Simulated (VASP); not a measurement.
Here is a VASP 6.6.1 calculation.

The input INCAR:

```
PREC = Accurate ; ENCUT = 520
EDIFF = 1E-6 ; ISMEAR = -1
SIGMA = 0.1 ; LREAL = False
LASPH = True ; NELM = 100
ALGO = Normal ; ISIF = 2
LWAVE = False ; LCHARG = False
GGA = PE ; NBANDS = 16
```

KPOINTS

```
Automatic mesh
0
Gamma
  13 13 7
```

File POSCAR:

```
SiC
1.0
    2.7765077100      0.0000000000      0.0000000000
   -1.3882538550      2.4045262107      0.0000000000
    0.0000000000      0.0000000000      4.5307013158
Si C
2 2
Direct
    0.3333333333      0.6666666667     -0.0003930400
    0.6666666667      0.3333333333      0.4996069600
    0.3333333333      0.6666666667      0.3763930400
    0.6666666667      0.3333333333      0.8763930400
```

Potentials or basis: VASP PAW PBE potentials, release 64 (Si, C).

Command:

```sh
$ cat potpaw_PBE.64/Si/POTCAR potpaw_PBE.64/C/POTCAR > POTCAR
$ mpirun -np 1 vasp_std > vasp.out
```

What does it give for the pressure?

130.5 GPa.

Estimate the band gap on the k mesh.

1.83 eV (least direct gap 4.59 eV).

Caveat: the cell stands under pressure. A k mesh can miss the band edges.
